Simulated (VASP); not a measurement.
# MoS2 (R-3m) in VASP: further runs

The runs below take MoS2 through single point, with r2SCAN+D3(BJ).

Everything below comes from runs of VASP 6.6.1. Logs are shortened: lines on timing, memory, paths and dates and some standing lists are left out, and cuts for length are marked.

### 1 The cell of the first run

Symmetry: R-3m, No. 166, trigonal system. The conventional cell has a = 3.171 Å, b = 3.171 Å, c = 18.345 Å, α = 90.00°, β = 90.00°, γ = 120.00°. Within 3.2 Å of Mo (site symmetry -3m) lie 6 S at 2.39 Å and 6 Mo at 3.17 Å. S (site symmetry 3m) has 3 Mo at 2.39 Å and 6 S at 3.17 Å within 3.2 Å.

### 2 Single point, r2SCAN+D3(BJ)

The input, POSCAR:

```
MoS2
1.0
    1.5855000000      0.9153900000      6.1150000000
   -1.5855000000      0.9153900000      6.1150000000
    0.0000000000     -1.8307800000      6.1150000000
Mo S
1 2
Direct
    0.0000000000      0.0000000000      0.0000000000
    0.7500000000      0.7500000000      0.7500000000
    0.2500000000      0.2500000000      0.2500000000
```

The input, INCAR.step1:

```
SYSTEM = MoS2
PREC     = Accurate       ! precision mode
ENCUT    = 520            ! plane-wave cutoff, eV
ISMEAR   = 1              ! smearing method
SIGMA    = 0.5            ! smearing width, eV
LREAL    = .False.        ! projectors in reciprocal space
LASPH    = .True.         ! aspherical terms in the spheres
NELM     = 100            ! most SCF steps
NBANDS   = 20             ! bands
GGA      = PE             ! functional
ALGO     = Normal         ! electronic algorithm
EDIFF    = 1E-4           ! SCF threshold, eV
LWAVE    = .True.         ! write WAVECAR
LCHARG   = .False.        ! write CHGCAR
```

The input, INCAR.step2:

```
SYSTEM = MoS2
PREC     = Accurate       ! precision mode
ENCUT    = 520            ! plane-wave cutoff, eV
EDIFF    = 1E-6           ! SCF threshold, eV
ISMEAR   = 1              ! smearing method
SIGMA    = 0.5            ! smearing width, eV
LREAL    = .False.        ! projectors in reciprocal space
LASPH    = .True.         ! aspherical terms in the spheres
NELM     = 100            ! most SCF steps
ALGO     = Normal         ! electronic algorithm
ISIF     = 2              ! what is computed and relaxed
LWAVE    = .False.        ! write WAVECAR
LCHARG   = .False.        ! write CHGCAR
METAGGA  = R2SCAN         ! meta-GGA
LMIXTAU  = .True.       
IVDW     = 12             ! dispersion correction
VDW_S6   = 1.0          
VDW_S8   = 0.78981345   
VDW_A1   = 0.49484001   
VDW_A2   = 5.73083694   
NBANDS   = 20             ! bands
ISTART   = 1
```

The input, KPOINTS:

```
Automatic mesh
0
Gamma
  5 5 5
  0.5 0.5 0.5
```

Potentials or basis: VASP PAW PBE potentials, release 64 (Mo_sv, S).

On the command line:

```
$ cat potpaw_PBE.64/Mo_sv/POTCAR potpaw_PBE.64/S/POTCAR > POTCAR
$ cp INCAR.step1 INCAR
$ mpirun -np 1 vasp_std > vasp.out
$ cp INCAR.step2 INCAR
$ mpirun -np 1 vasp_std > vasp.out
```

OUTCAR:

```text
SYSTEM = MoS2
   PREC = Accurate
   ENCUT = 520
   EDIFF = 1E-6
   ISMEAR = 1
   LREAL = .False.
   LASPH = .True.
   NELM = 100
   ISIF = 2
   METAGGA = R2SCAN
   IVDW = 12
   ISTART = 1
 IVDW          = 12

 ion  position               nearest neighbor table
   1  0.000  0.000  0.000-   2 2.39   2 2.39   3 2.39   3 2.39   2 2.39   3 2.39
   2  0.750  0.750  0.750-   1 2.39   1 2.39   1 2.39
   3  0.250  0.250  0.250-   1 2.39   1 2.39   1 2.39

  LATTYP: Found a trigonal (rhomboedric) cell.
 ALAT       =     6.3831789966
 COS(alpha) =     0.8766073686

  Lattice vectors:

 A1 = (   1.5855000000,   0.9153900000,   6.1150000000)
 A2 = (  -1.5855000000,   0.9153900000,   6.1150000000)
 A3 = (   0.0000000000,  -1.8307800000,   6.1150000000)

Analysis of symmetry for initial positions (statically):
=====================================================================
 Subroutine PRICEL returns:
 Original cell was already a primitive cell.

 Routine SETGRP: Setting up the symmetry group for a
 trigonal (rhombohedral) supercell.

 Subroutine GETGRP returns: Found 12 space group operations
 (whereof 12 operations were pure point group operations)
 out of a pool of 12 trial point group operations.

The static configuration has the point symmetry D_3d.

Analysis of symmetry for dynamics (positions and initial velocities):
=====================================================================
 Subroutine PRICEL returns:
 Original cell was already a primitive cell.

 Routine SETGRP: Setting up the symmetry group for a
 trigonal (rhombohedral) supercell.

 Subroutine GETGRP returns: Found 12 space group operations
 (whereof 12 operations were pure point group operations)
 out of a pool of 12 trial point group operations.

The dynamic configuration has the point symmetry D_3d.

 Subroutine INISYM returns: Found 12 space group operations
 (whereof 12 operations are pure point group operations),
 and found     1 'primitive' translations

----------------------------------------------------------------------------------------

                                     Primitive cell

  volume of cell :      53.2501

  direct lattice vectors                    reciprocal lattice vectors
     1.585500000  0.915390000  6.115000000     0.315357931  0.182071758  0.054510766
    -1.585500000  0.915390000  6.115000000    -0.315357931  0.182071758  0.054510766
     0.000000000 -1.830780000  6.115000000     0.000000000 -0.364143516  0.054510766

  length of vectors
     6.383178997  6.383178997  6.383179491     0.368201268  0.368201268  0.368200929

  position of ions in fractional coordinates (direct lattice)
     0.000000000  0.000000000  0.000000000
     0.750000000  0.750000000  0.750000000
     0.250000000  0.250000000  0.250000000

  ion indices of the primitive-cell ions
   primitive index   ion index
                 1           1
                 2           2
                 3           3

----------------------------------------------------------------------------------------

 KPOINTS: Automatic mesh

Automatic generation of k-mesh.
 Grid dimensions read from file:
 generate k-points for:    5    5    5

 Generating k-lattice:

  Cartesian coordinates                     Fractional coordinates (reciprocal lattice)
     0.063071586  0.036414352  0.010902153     0.200000000 -0.000000000  0.000000000
    -0.063071586  0.036414352  0.010902153    -0.000000000  0.200000000  0.000000000
     0.000000000 -0.072828703  0.010902153     0.000000000  0.000000000  0.200000000

  Length of vectors
     0.073640254  0.073640254  0.073640186

  Shift w.r.t. Gamma in fractional coordinates (k-lattice)
     0.500000000  0.500000000  0.500000000

 Subroutine IBZKPT returns following result:
 ===========================================

 Found     19 irreducible k-points:

 Following reciprocal coordinates:
            Coordinates               Weight
  0.100000  0.100000  0.100000      2.000000
  0.300000  0.100000  0.100000      6.000000
  0.500000  0.100000  0.100000      6.000000
 -0.300000  0.100000  0.100000      6.000000
 -0.100000  0.100000  0.100000      6.000000
  0.300000  0.300000  0.100000      6.000000
[... 11 lines left out ...]
 -0.300000  0.500000  0.300000      6.000000
  0.500000  0.500000  0.500000      1.000000
   k-points           NKPTS =     19   k-points in BZ     NKDIM =     19   number of bands    NBANDS=     20
   number of dos      NEDOS =    301   number of ions     NIONS =      3
   total plane-waves  NPLWV = 110592
   dimension x,y,z NGX =    48 NGY =   48 NGZ =   48
   dimension x,y,z NGXF=    96 NGYF=   96 NGZF=   96
   ions per type =               1   2
   NGX,Y,Z   is equivalent  to a cutoff of  12.50, 12.50, 12.50 a.u.
   NGXF,Y,Z  is equivalent  to a cutoff of  25.00, 25.00, 25.00 a.u.
 SYSTEM =  MoS2
   PREC   = accura    normal or accurate (medium, high low for compatibility)
   ISTART =      1    job   : 0-new  1-cont  2-samecut
   ICHARG =      0    charge: 1-file 2-atom 10-const
   ISPIN  =      1    spin polarized calculation?
   LNONCOLLINEAR =      F non collinear calculations
   LSORBIT =      F    spin-orbit coupling
   LASPH  =      T    aspherical Exc in radial PAW
   ENCUT  =  520.0 eV  38.22 Ry    6.18 a.u.  11.87 11.87 11.87*2*pi/ulx,y,z
   NELM   =    100;   NELMIN=  2; NELMDL=  0     # of ELM steps
   EDIFF  = 0.1E-05   stopping-criterion for ELM
   LREAL  =      F    real-space projection
   EDIFFG = 0.1E-04   stopping-criterion for IOM
   NSW    =      0    number of steps for IOM
   IBRION =     -1    ionic relax: 0-MD 1-quasi-New 2-CG
   NFREE  =      0    steps in history (QN), initial steepest desc. (CG)
   ISIF   =      2    stress and relaxation
   ISYM   =      2    0-nonsym 1-usesym 2-fastsym
   POTIM  = 0.5000    time-step for ionic-motion
   TEBEG  =    0.0;   TEEND  =   0.0 temperature during run
   PSTRESS=    0.0 pullay stress
   NELECT =      26.0000    total number of electrons
   NUPDOWN=      -1.0000    fix difference up-down
   EMIN   =  10.00;   EMAX   =-10.00  energy-range for DOS
   EFERMI =   0.00;   METHOD = LEGACY
   ISMEAR =     1;   SIGMA  =   0.50  broadening in eV -4-tet -1-fermi 0-gaus
   EFERMI_NEDOS =   21; number of points for ismear=-14 and -15
   IALGO  =     38    algorithm
   IMIX   =      4    mixing-type and parameters
     AMIX     =   0.40;   BMIX     =  1.00
     AMIX_MAG =   1.60;   BMIX_MAG =  1.00
  volume/ion in A,a.u.               =      17.75       119.78
  Fermi-wavevector in a.u.,A,eV,Ry     =   1.289118  2.436079 22.610494  1.661824
  Thomas-Fermi vector in A             =   2.421030
   LORBIT       =      0    0 simple, 1 ext, 2 COOP (PROOUT), +10 PAW based schemes
   METAGGA = R2SCAN    functional components
   LHFCALC =     F    Hartree Fock is set to
   AEXX    =    0.0000 exact exchange contribution
   IVDW    =    12    specifies the selected vdW correction
   LEPSILON=     F    determine dielectric tensor
   LRPA    =     F    only Hartree local field effects (RPA)
 non-spin polarized calculation
 Methfessel and Paxton  Order N= 1 SIGMA  =   0.50
  energy-cutoff  :      520.00
  volume of cell :       53.25
 maximum number of plane-waves:      1448
   NGX = 23   NGY = 23   NGZ = 23

 number of electron      25.9999998 magnetization

 Free energy of the ion-electron system (eV)
  ---------------------------------------------------
  ext. energy  EPLUGINS =         0.00000000
  ---------------------------------------------------
  free energy    TOTEN  =       -44.08906648 eV

  energy without entropy =      -44.07697420  energy(sigma->0) =      -44.08503572

 E-fermi :   7.4908     XC(G=0): -11.5045

 val. band max:        7.4225626709   @ k =   0.3000   0.3000   0.3000
 cond. band min:       7.5463675846   @ k =  -0.3000   0.5000   0.3000
 fundamental gap:      0.1238049138
 Fermi energy:         7.4907934380

 k-point     1 :       0.1000    0.1000    0.1000
  band No.  band energies     occupation
      1     -56.0556      2.00000
      2     -29.4147      2.00000
      3     -29.3136      2.00000
      4     -29.3136      2.00000
      5      -8.2050      2.00000
      6      -6.5568      2.00000
[... 12 lines left out ...]
     19      15.3502     -0.00000
     20      17.7817      0.00000

 k-point     2 :       0.3000    0.1000    0.1000
  band No.  band energies     occupation
      1     -56.0403      2.00000
      2     -29.4623      2.00000
      3     -29.3835      2.00000
      4     -29.3474      2.00000
      5      -7.5462      2.00000
      6      -6.4672      2.00000
[... 12 lines left out ...]
     19      16.4965     -0.00000
     20      17.3427     -0.00000

 k-point     3 :       0.5000    0.1000    0.1000
  band No.  band energies     occupation
      1     -56.0155      2.00000
      2     -29.6957      2.00000
      3     -29.4017      2.00000
      4     -29.3329      2.00000
      5      -6.6304      2.00000
      6      -5.7951      2.00000
[... 12 lines left out ...]
     19      15.0494     -0.00000
     20      16.1420     -0.00000

 k-point     4 :      -0.3000    0.1000    0.1000
  band No.  band energies     occupation
      1     -56.0155      2.00000
      2     -29.6957      2.00000
      3     -29.4017      2.00000
      4     -29.3328      2.00000
      5      -6.5863      2.00000
      6      -5.8640      2.00000
[... 12 lines left out ...]
     19      15.1866     -0.00000
     20      16.1700     -0.00000

 k-point     5 :      -0.1000    0.1000    0.1000
  band No.  band energies     occupation
      1     -56.0403      2.00000
      2     -29.4623      2.00000
      3     -29.3835      2.00000
      4     -29.3474      2.00000
      5      -7.5810      2.00000
      6      -6.4189      2.00000
[... 12 lines left out ...]
     19      16.2372     -0.00000
     20      17.5434      0.00000
[... 238 lines left out ...]
      6      -5.8368      2.00000
[... 12 lines left out ...]
     19      14.3228     -0.00000
     20      16.4278     -0.00000

 k-point    17 :       0.5000    0.5000    0.3000
  band No.  band energies     occupation
      1     -56.0403      2.00000
      2     -29.4622      2.00000
      3     -29.3836      2.00000
      4     -29.3475      2.00000
      5      -7.3390      2.00000
      6      -6.7410      2.00000
[... 12 lines left out ...]
     19      16.2515     -0.00000
     20      16.8354     -0.00000

 k-point    18 :      -0.3000    0.5000    0.3000
  band No.  band energies     occupation
      1     -56.0203      2.00000
      2     -29.6132      2.00000
      3     -29.4315      2.00000
      4     -29.3424      2.00000
      5      -6.4411      2.00000
      6      -6.3745      2.00000
[... 12 lines left out ...]
     19      16.0080     -0.00000
     20      17.5662      0.00000

 k-point    19 :       0.5000    0.5000    0.5000
  band No.  band energies     occupation
      1     -56.0556      2.00000
      2     -29.4148      2.00000
      3     -29.3136      2.00000
      4     -29.3136      2.00000
      5      -7.9617      2.00000
      6      -6.9463      2.00000
[... 12 lines left out ...]
     19      16.6254     -0.00000
     20      17.9612      0.00000

------------------------ aborting loop because EDIFF is reached ----------------------------------------

 Edisp (eV)   -0.60517

 E8    (eV) :    -0.1885

  FORCE on cell =-STRESS in cart. coord.  units (eV):
  Direction    XX          YY          ZZ          XY          YZ          ZX
  --------------------------------------------------------------------------------------
  -------------------------------------------------------------------------------------
  Total       1.72225     1.72225     1.70147    -0.00000     0.00000     0.00000
  in kB      51.81867    51.81880    51.19358    -0.00000     0.00000     0.00000
  external pressure =       51.61 kB  Pullay stress =        0.00 kB

 VOLUME and BASIS-vectors are now :
 -----------------------------------------------------------------------------
  energy-cutoff  :      520.00
  volume of cell :       53.25
      direct lattice vectors                 reciprocal lattice vectors
     1.585500000  0.915390000  6.115000000     0.315357931  0.182071758  0.054510766
    -1.585500000  0.915390000  6.115000000    -0.315357931  0.182071758  0.054510766
     0.000000000 -1.830780000  6.115000000     0.000000000 -0.364143516  0.054510766

 POSITION                                       TOTAL-FORCE (eV/Angst)
 -----------------------------------------------------------------------------------
      0.00000      0.00000      0.00000         0.000000      0.000000     -0.000000
      0.00000      0.00000     13.75875         0.000000      0.000000      0.705161
      0.00000      0.00000      4.58625         0.000000     -0.000000     -0.705161
 -----------------------------------------------------------------------------------
    total drift:                               -0.000000      0.000000      0.000000

  FREE ENERGIE OF THE ION-ELECTRON SYSTEM (eV)
  ---------------------------------------------------
  free  energy   TOTEN  =       -44.6942329180 eV

  energy  without entropy=      -44.6821406427  energy(sigma->0) =      -44.69020216
```

Run time: 7 min. Hardware: 1 thread of AMD EPYC 7R13 (Zen 3), shared host; peak memory 0.32 GiB.

What came out:

| Property | Result |
| --- | --- |
| Free energy | -44.6942 eV |
| Pressure | 5.2 GPa |
| Largest force | 0.705 eV/Å |
| Band gap on the k mesh | zero (band 13 reaches 7.41 eV, above the bottom of band 14 at 7.25 eV) |
| Dispersion energy per atom | -0.202 eV |

Forces in eV/Å, atoms in the order of the input:
```
Mo   0.000  0.000  0.000
S    0.000  0.000  0.705
S    0.000  0.000 -0.705
```

Caveat: the k points lie up to 0.46 Å⁻¹ apart; the PAW data sets were made with another functional, which shifts forces and pressure a little; pairwise dispersion overbinds metals, which lowers pressure and volume.

[end of part 1 of 2]
